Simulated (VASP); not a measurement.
K, 2 atoms in the cell. It takes space group P6_3/mmc (No. 194, hexagonal). The conventional cell has a = 4.464 Å, b = 4.464 Å, c = 7.301 Å, α = 90.00°, β = 90.00°, γ = 120.00°. Within 5.9 Å of K (site symmetry -6m2) lie 12 K at 4.46 to 4.47 Å. This isn't the form of K at room conditions, which is bcc.

```yaml
Program: VASP 6.6.1
Task: relaxation of shape and atoms at fixed volume
Functional: PBE
Dispersion: D3(BJ)
Potentials_or_basis: VASP PAW PBE potentials, release 64 (K_sv)
Cutoff: 600 eV
k_mesh: 12 × 12 × 6
Occupations: gaussian, width 0.1 eV
Spin: no spin polarisation
Dipole_correction: no
Further_INCAR_settings: ALGO = Fast; EDIFF = 1e-06; IBRION = 2; EDIFFG = -0.01; NSW = 50; ISIF = 4
```

Potentials or basis: VASP PAW PBE potentials, release 64 (K_sv).

The run is started by

```bash
$ cat potpaw_PBE.64/K_sv/POTCAR > POTCAR
$ mpirun -np 1 vasp_std > vasp.out
```

Hardware: 1 thread of Intel(R) Xeon(R) 6975P-C (Granite Rapids), on a shared host.

Task: Estimate the wall time of this run.

Result: It took 50 s on 1 thread of Intel(R) Xeon(R) 6975P-C (Granite Rapids), on a shared host, peak memory 0.34 GiB. Counts: scf iterations 12, k points 76, ion steps 1.
